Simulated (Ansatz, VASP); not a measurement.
CsTlH4: VASP beside Ansatz

```xyz
6
Lattice="3.8274 0.0000 0.0000 0.0000 3.8274 0.0000 0.0000 0.0000 6.7625" Properties=species:S:1:pos:R:3 pbc="T T T"
Cs    1.9137    1.9137    3.3813
Tl    0.0000    0.0000    0.0000
H     1.9137    0.0000    1.1882
H     0.0000    1.9137    5.5743
H     1.9137    0.0000    5.5743
H     0.0000    1.9137    1.1882
```

Alike in both runs: functional PBE; k mesh 10 × 10 × 6; occupations gaussian, width 0.1 eV; no spin polarisation.

Ansatz relaxed the structure, and its values are those at the end. VASP's run is a single point on that final structure, the one shown.

```csv
,VASP,Ansatz
version,VASP 6.6.1,Ansatz 0.2.0
potentials or method,"VASP PAW PBE potentials, release 64 (Cs_sv, Tl_d, H), cutoff 520 eV","scalar-relativistic, plane waves, PAW"
valence electrons in the cell,26,26
```

|  | VASP | Ansatz | Ansatz less VASP |
| --- | --- | --- | --- |
| gap on the k mesh at the Fermi level (eV) | none | none | - |
| pressure (GPa) | 0.0 | 0.0 | 0.00 |

A gap of «none» marks a metal or a gap that the smearing closes. With one functional, cell and mesh, what is left measures potentials, basis and numerics.

Spin-orbit coupling is off throughout.
